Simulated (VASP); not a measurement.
# AlIn3Sb4 in VASP: a series of runs

AlIn3Sb4 is run at these levels: PBE; tasks: single point.

Everything below comes from runs of VASP 6.6.1. Logs are shortened: lines on timing, memory, paths and dates and some standing lists are left out, and cuts for length are marked.

## (1) The cell of the first run

It takes space group P-4m2 (No. 115, tetragonal). The conventional cell has a = 4.614 Å, b = 4.614 Å, c = 13.074 Å, α = 90.00°, β = 90.00°, γ = 90.00°. Within 3.6 Å of Al (site symmetry -4m2) lie 4 Sb at 2.74 Å. Within 3.8 Å of In (site symmetry 2mm) lie 4 Sb at 2.86 Å. Within 3.8 Å of In (site symmetry -4m2) lie 4 Sb at 2.86 Å. Sb (site symmetry 2mm) has 2 Al at 2.74 Å and 2 In at 2.86 Å within 3.6 Å. Sb (site symmetry 2mm) has 4 In at 2.86 Å within 3.8 Å.

## (2) Single point, PBE

INCAR reads:

```
SYSTEM = AlIn3Sb4
PREC = Accurate
ENCUT = 520
EDIFF = 1E-6
ISMEAR = 0
SIGMA = 0.1
LREAL = .False.
LASPH = .True.
NELM = 60
ALGO = Normal
ISIF = 2
LWAVE = .False.
LCHARG = .False.
GGA = PE
NBANDS = 41
```

KPOINTS reads:

```
regular mesh
0
Gamma
  4 4 2
  0 0 0
```

POSCAR reads:

```
AlIn3Sb4
1.0
    4.6139793000      0.0000000000      0.0000000000
    0.0000000000      4.6139793000      0.0000000000
    0.0000000000      0.0000000000     13.0736708000
Al In Sb
1 3 4
Direct
    0.5000000000      0.5000000000      0.0000000000
    0.0000000000      0.0000000000      0.7576940000
    0.0000000000      0.0000000000      0.2423060000
    0.5000000000      0.5000000000      0.5000000000
    0.5000000000      0.0000000000      0.8875770000
    0.0000000000      0.5000000000      0.1124230000
    0.5000000000      0.0000000000      0.3710950000
    0.0000000000      0.5000000000      0.6289050000
```

Potentials or basis: VASP PAW PBE potentials, release 64 (Al, In_d, Sb).

Started as:

```console
cat potpaw_PBE.64/Al/POTCAR potpaw_PBE.64/In_d/POTCAR potpaw_PBE.64/Sb/POTCAR > POTCAR
mpirun -np 1 vasp_std > vasp.out
```

OUTCAR:

```text
SYSTEM = AlIn3Sb4
   PREC = Accurate
   ENCUT = 520
   EDIFF = 1E-6
   ISMEAR = 0
   LREAL = .False.
   LASPH = .True.
   NELM = 60
   ISIF = 2
   GGA = PE

 ion  position               nearest neighbor table
   1  0.500  0.500  0.000-   5 2.74   6 2.74   5 2.74   6 2.74
   2  0.000  0.000  0.758-   8 2.86   8 2.86   5 2.86   5 2.86
   3  0.000  0.000  0.242-   7 2.86   7 2.86   6 2.86   6 2.86
   4  0.500  0.500  0.500-   7 2.86   8 2.86   7 2.86   8 2.86
   5  0.500  0.000  0.888-   1 2.74   1 2.74   2 2.86   2 2.86
   6  0.000  0.500  0.112-   1 2.74   1 2.74   3 2.86   3 2.86
   7  0.500  0.000  0.371-   3 2.86   3 2.86   4 2.86   4 2.86
   8  0.000  0.500  0.629-   2 2.86   2 2.86   4 2.86   4 2.86

  LATTYP: Found a simple tetragonal cell.
 ALAT       =     4.6139793000
 C/A-ratio  =     2.8334914290

  Lattice vectors:

 A1 = (   4.6139793000,   0.0000000000,   0.0000000000)
 A2 = (   0.0000000000,   4.6139793000,   0.0000000000)
 A3 = (   0.0000000000,   0.0000000000,  13.0736708000)

Analysis of symmetry for initial positions (statically):
=====================================================================
 Subroutine PRICEL returns:
 Original cell was already a primitive cell.

 Routine SETGRP: Setting up the symmetry group for a
 simple tetragonal supercell.

 Subroutine GETGRP returns: Found  8 space group operations
 (whereof  8 operations were pure point group operations)
 out of a pool of 16 trial point group operations.

The static configuration has the point symmetry D_2d.

Analysis of symmetry for dynamics (positions and initial velocities):
=====================================================================
 Subroutine PRICEL returns:
 Original cell was already a primitive cell.

 Routine SETGRP: Setting up the symmetry group for a
 simple tetragonal supercell.

 Subroutine GETGRP returns: Found  8 space group operations
 (whereof  8 operations were pure point group operations)
 out of a pool of 16 trial point group operations.

The dynamic configuration has the point symmetry D_2d.

 Subroutine INISYM returns: Found  8 space group operations
 (whereof  8 operations are pure point group operations),
 and found     1 'primitive' translations

----------------------------------------------------------------------------------------

                                     Primitive cell

  volume of cell :     278.3228

  direct lattice vectors                    reciprocal lattice vectors
     4.613979300  0.000000000  0.000000000     0.216732659  0.000000000  0.000000000
     0.000000000  4.613979300  0.000000000     0.000000000  0.216732659  0.000000000
     0.000000000  0.000000000 13.073670800     0.000000000  0.000000000  0.076489611

  length of vectors
     4.613979300  4.613979300 13.073670800     0.216732659  0.216732659  0.076489611

  position of ions in fractional coordinates (direct lattice)
     0.500000000  0.500000000  0.000000000
     0.000000000  0.000000000  0.757694000
     0.000000000  0.000000000  0.242306000
     0.500000000  0.500000000  0.500000000
     0.500000000  0.000000000  0.887577000
     0.000000000  0.500000000  0.112423000
     0.500000000  0.000000000  0.371095000
     0.000000000  0.500000000  0.628905000

  ion indices of the primitive-cell ions
   primitive index   ion index
                 1           1
                 2           2
                 3           3
                 4           4
                 5           5
                 6           6
                 7           7
                 8           8

----------------------------------------------------------------------------------------

 KPOINTS: regular mesh

Automatic generation of k-mesh.
 Grid dimensions read from file:
 generate k-points for:    4    4    2

 Generating k-lattice:

  Cartesian coordinates                     Fractional coordinates (reciprocal lattice)
     0.054183165  0.000000000  0.000000000     0.250000000  0.000000000  0.000000000
     0.000000000  0.054183165  0.000000000     0.000000000  0.250000000  0.000000000
     0.000000000  0.000000000  0.038244806     0.000000000  0.000000000  0.500000000

  Length of vectors
     0.054183165  0.054183165  0.038244806

  Shift w.r.t. Gamma in fractional coordinates (k-lattice)
     0.000000000  0.000000000  0.000000000

 Subroutine IBZKPT returns following result:
 ===========================================

 Found     12 irreducible k-points:

 Following reciprocal coordinates:
            Coordinates               Weight
  0.000000  0.000000  0.000000      1.000000
  0.250000  0.000000  0.000000      4.000000
  0.500000  0.000000  0.000000      2.000000
  0.250000  0.250000  0.000000      4.000000
  0.500000  0.250000  0.000000      4.000000
  0.500000  0.500000  0.000000      1.000000
  0.000000  0.000000  0.500000      1.000000
  0.250000  0.000000  0.500000      4.000000
  0.500000  0.000000  0.500000      2.000000
[... 35 lines left out ...]
   EFERMI =   0.00;   METHOD = LEGACY
   ISMEAR =     0;   SIGMA  =   0.10  broadening in eV -4-tet -1-fermi 0-gaus
   EFERMI_NEDOS =   21; number of points for ismear=-14 and -15
   IALGO  =     38    algorithm
   IMIX   =      4    mixing-type and parameters
     AMIX     =   0.40;   BMIX     =  1.00
     AMIX_MAG =   1.60;   BMIX_MAG =  1.00
  volume/ion in A,a.u.               =      34.79       234.78
  Fermi-wavevector in a.u.,A,eV,Ry     =   0.992405  1.875374 13.399949  0.984868
  Thomas-Fermi vector in A             =   2.124215
   LORBIT       =      0    0 simple, 1 ext, 2 COOP (PROOUT), +10 PAW based schemes
   GGA     = PE    functional components
   LHFCALC =     F    Hartree Fock is set to
   AEXX    =    0.0000 exact exchange contribution
   IVDW    =     0    specifies the selected vdW correction
   LEPSILON=     F    determine dielectric tensor
   LRPA    =     F    only Hartree local field effects (RPA)
 non-spin polarized calculation
 Gauss-broadening in eV      SIGMA  =   0.10
  energy-cutoff  :      520.00
  volume of cell :      278.32
 maximum number of plane-waves:      7529
 NGX is ok and might be reduce to    36
   NGX = 17   NGY = 17   NGZ = 49

 number of electron      61.9999965 magnetization

 Free energy of the ion-electron system (eV)
  ---------------------------------------------------
  ext. energy  EPLUGINS =         0.00000000
  ---------------------------------------------------
  free energy    TOTEN  =       -28.80786919 eV

  energy without entropy =      -28.80378831  energy(sigma->0) =      -28.80582875

 E-fermi :   4.4719     XC(G=0):  -8.4194

 val. band max:        4.4666317789   @ k =   0.0000   0.0000   0.0000
 cond. band min:       4.9533501205   @ k =   0.5000   0.0000   0.0000
 fundamental gap:      0.4867183416
 Fermi energy:         4.4718731126

 k-point     1 :       0.0000    0.0000    0.0000
  band No.  band energies     occupation
      1     -10.0476      2.00000
      2     -10.0265      2.00000
      3     -10.0049      2.00000
      4      -9.9887      2.00000
      5      -9.9887      2.00000
      6      -9.9768      2.00000
[... 33 lines left out ...]
     40       7.4263      0.00000
     41       7.4698      0.00000

 k-point     2 :       0.2500    0.0000    0.0000
  band No.  band energies     occupation
      1     -10.0407      2.00000
      2     -10.0240      2.00000
      3     -10.0033      2.00000
      4      -9.9956      2.00000
      5      -9.9851      2.00000
      6      -9.9822      2.00000
[... 33 lines left out ...]
     40       8.1424      0.00000
     41       8.7140      0.00000

 k-point     3 :       0.5000    0.0000    0.0000
  band No.  band energies     occupation
      1     -10.0335      2.00000
      2     -10.0319      2.00000
      3     -10.0130      2.00000
      4      -9.9927      2.00000
      5      -9.9789      2.00000
      6      -9.9788      2.00000
[... 347 lines left out ...]
      2     -10.0444      2.00000
      3     -10.0115      2.00000
      4      -9.9996      2.00000
      5      -9.9725      2.00000
      6      -9.9718      2.00000
[... 33 lines left out ...]
     40       8.9838      0.00000
     41       9.3511      0.00000

 k-point    12 :       0.5000    0.5000    0.5000
  band No.  band energies     occupation
      1     -10.0563      2.00000
      2     -10.0563      2.00000
      3     -10.0099      2.00000
      4     -10.0099      2.00000
      5      -9.9675      2.00000
      6      -9.9675      2.00000
[... 33 lines left out ...]
     40      10.7574      0.00000
     41      10.7913      0.00000

------------------------ aborting loop because EDIFF is reached ----------------------------------------

  FORCE on cell =-STRESS in cart. coord.  units (eV):
  Direction    XX          YY          ZZ          XY          YZ          ZX
  --------------------------------------------------------------------------------------
  -------------------------------------------------------------------------------------
  Total        0.6418627      0.6418627     -0.2313078      0.0000000      0.0000000      0.0000000
  in kB        3.6949101      3.6949101     -1.3315336      0.0000000      0.0000000      0.0000000
  external PRESSURE =       2.0194289 kB  Pullay stress =       0.0000000 kB

 VOLUME and BASIS-vectors are now :
 -----------------------------------------------------------------------------
  energy-cutoff  :      520.00
  volume of cell :      278.32
      direct lattice vectors                 reciprocal lattice vectors
     4.613979300  0.000000000  0.000000000     0.216732659  0.000000000  0.000000000
     0.000000000  4.613979300  0.000000000     0.000000000  0.216732659  0.000000000
     0.000000000  0.000000000 13.073670800     0.000000000  0.000000000  0.076489611

 POSITION                                       TOTAL-FORCE (eV/Angst)
 -----------------------------------------------------------------------------------
      2.30699      2.30699      0.00000        -0.000000     -0.000000      0.000000
      0.00000      0.00000      9.90584        -0.000000     -0.000000     -0.000845
      0.00000      0.00000      3.16783         0.000000     -0.000000      0.000845
      2.30699      2.30699      6.53684        -0.000000     -0.000000      0.000000
      2.30699      0.00000     11.60389        -0.000000     -0.000000      0.004017
      0.00000      2.30699      1.46978         0.000000     -0.000000     -0.004017
      2.30699      0.00000      4.85157        -0.000000     -0.000000      0.001681
      0.00000      2.30699      8.22210        -0.000000      0.000000     -0.001681
 -----------------------------------------------------------------------------------
    total drift:                                0.000000     -0.000000      0.000000

  FREE ENERGIE OF THE ION-ELECTRON SYSTEM (eV)
  ---------------------------------------------------
  free  energy   TOTEN  =       -28.8078691930 eV

  energy  without entropy=      -28.8037883147  energy(sigma->0) =      -28.80582875
```

It took 94 s on 1 thread of Intel Xeon 6975P-C (Granite Rapids), shared host; peak memory 0.41 GiB.

What came out:

```
Free energy            : -28.8079 eV
Pressure               : 0.2 GPa
Largest force          : 0.004 eV/Å
Band gap on the k mesh : zero (filled and empty bands touch)
```

Forces on the atoms (eV/Å):
```
Al   0.000  0.000  0.000
In   0.000  0.000 -0.001
In   0.000  0.000  0.001
In   0.000  0.000  0.000
Sb   0.000  0.000  0.004
Sb   0.000  0.000 -0.004
Sb   0.000  0.000  0.002
Sb   0.000  0.000 -0.002
```

Levels at points of the mesh, in eV from the Fermi level:
```csv
k point,band 27,band 28,band 29,band 30,band 31,band 32,band 33,band 34,band 35,band 36
"(0.00, 0.00, 0.00)",-1.20,-1.20,-0.19,-0.11,-0.01,-0.01,1.22,1.24,1.72,1.73
"(0.50, 0.00, 0.00)",-0.96,-0.92,-0.88,-0.80,-0.79,0.48,0.61,1.83,2.15,3.64
"(0.50, 0.50, 0.00)",-2.53,-2.15,-2.09,-2.09,-2.03,1.11,1.38,1.38,1.54,3.37
"(0.00, 0.00, 0.50)",-1.74,-0.60,-0.60,-0.42,-0.42,1.02,1.20,1.54,1.59,1.92
"(0.50, 0.00, 0.50)",-1.76,-1.41,-0.87,-0.80,-0.80,1.32,1.41,1.46,1.55,3.53
"(0.50, 0.50, 0.50)",-2.37,-2.37,-2.31,-2.29,-2.29,1.81,2.06,2.13,2.13,2.17
```

Caveat: semilocal functionals underestimate gaps, so a narrow gap can read as zero; spin-orbit coupling is left out, which moves the levels of the heavy elements.

(Continued in part 2 of 2.)
